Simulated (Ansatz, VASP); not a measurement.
**LiMgBN2 in VASP and in Ansatz**

```xyz
5
Lattice="-1.8499 1.8499 4.7350 1.8499 -1.8499 4.7350 1.8499 1.8499 -4.7350" Properties=species:S:1:pos:R:3 pbc="T T T"
Li    1.8499    0.0000    2.3675
Mg    0.0000    1.8499    2.3675
B     0.0000    0.0000    4.7350
N     0.0000    0.0000    6.1675
N     0.0000    0.0000    3.3026
```

Alike in both runs: task single point; functional LDA; k mesh 12 × 12 × 12; occupations gaussian, width 0.05 eV; no spin polarisation.

|  | VASP | Ansatz |
| --- | --- | --- |
| version | VASP 6.6.1 | Ansatz 0.2.0 |
| potentials or method | VASP PAW LDA potentials, release 64 (Li_sv, Mg, B, N), cutoff 520 eV | scalar-relativistic, plane waves, PAW |
| valence electrons in the cell | 18 | 26 |

Ansatz gave:

- gap on the k mesh at the Fermi level (eV): 2.48
- least direct gap on the mesh (eV): 3.50
- rms of the force components (eV/Å): 1.355

Question: What did VASP give for the same quantities?

Answer: gap on the k mesh at the Fermi level (eV): 2.48; least direct gap on the mesh (eV): 3.48; rms of the force components (eV/Å): 1.345.

LDA's correlation is that of Perdew and Zunger in VASP and of Perdew and Wang (1992) in Ansatz. Atom by atom the forces differ by 0.009 eV/Å (rms over components). VASP's potentials hold 18 valence electrons a cell and Ansatz's 26, so a difference there can come from the potentials and not from the codes.

Noted on VASP's run: the cutoff is under 1.25 times that of the potentials, so the pressure is a little rough.
